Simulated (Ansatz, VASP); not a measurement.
## Ta in VASP and in Ansatz

File INCAR:

```
  ALGO = Normal
  EDIFF = 1E-6
  ENCUT = 520
  GGA = PE
  ISIF = 2
  ISMEAR = -1
  LASPH = True
  LCHARG = False
  LREAL = False
  LWAVE = False
  NBANDS = 12
  NELM = 60
  PREC = Accurate
  SIGMA = 0.1
```

Contents of KPOINTS:

```
k-points
0
Gamma
  16 16 16
```

Contents of POSCAR:

```
Ta
1.0
    0.0000000000      2.0009019930      2.0009019930
    2.0009019930      0.0000000000      2.0009019930
    2.0009019930      2.0009019930      0.0000000000
Ta
1
Direct
    0.0000000000      0.0000000000      0.0000000000
```

Input for Ansatz:

```yaml
crystal:
  lattice:
    - [0.0, 2.000901993, 2.000901993]
    - [2.000901993, 0.0, 2.000901993]
    - [2.000901993, 2.000901993, 0.0]
  atoms:
    - { symbol: Ta, position: [0.0, 0.0, 0.0] }
kpoints:
  mp_grid: { grid: [16, 16, 16] }
scf:
  occupations: { method: fermi_dirac, width: 0.1 }
hamiltonian:
  xc: pbe
  pseudopotentials: { kind: all_electron, lapw: { basis_error: 0.001 } }
output:
  forces: true
  stress: true
  eigenvalues: true
  populations: true
```

Change from the starting cell: volume scaled by 0.85, LAPW.

Alike in both runs: task single point; functional PBE; k mesh 16 × 16 × 16; occupations fermi-dirac, width 0.1 eV; no spin polarisation.

```csv
,VASP,Ansatz
version,VASP 6.6.1,Ansatz 0.2.0
potentials or method,"VASP PAW PBE potentials, release 64 (Ta_pv), cutoff 520 eV","all-electron LAPW, scalar-relativistic"
```

```tsv
	VASP	Ansatz	Ansatz less VASP
pressure (GPa)	42.0	41.3	-0.75
```

Both programs put the cell under a high pressure, so it lies far from rest at this level. Ansatz ran all-electron here, and VASP with PAW potentials.

Neither program's run includes spin-orbit coupling.
